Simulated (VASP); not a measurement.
Cr, 2 atoms in the cell. The structure is cubic, space group Fd-3m (No. 227). The conventional cell has a = 5.097 Å, b = 5.097 Å, c = 5.097 Å, α = 90.00°, β = 90.00°, γ = 90.00°. Within 2.9 Å of Cr (site symmetry -43m) lie 4 Cr at 2.21 Å. This isn't the form of Cr at room conditions, which is bcc.

```yaml
Program: VASP 6.6.1
Task: single point
Functional: PBE
Potentials_or_basis: VASP PAW PBE potentials, release 64 (Cr_pv)
Cutoff: 500 eV
k_mesh: 37 × 37 × 37
Occupations: fermi-dirac, width 0.0612256 eV
Spin: no spin polarisation
Dipole_correction: no
Further_INCAR_settings: ALGO = Normal; EDIFF = 1e-06; NBANDS = 19
```

Potentials or basis: VASP PAW PBE potentials, release 64 (Cr_pv).

Launch:

```console
$ cat potpaw_PBE.64/Cr_pv/POTCAR > POTCAR
$ mpirun -np 1 vasp_std > vasp.out
```

Hardware: 1 thread of Oxide Virtual Turin-like Processor (shared host).

**Question.** How long does it take, and how much memory?

**Answer.** Wall time 12 min on 1 thread of Oxide Virtual Turin-like Processor, on a shared host, peak memory 0.65 GiB. Counts: scf iterations 12, k points 1330.
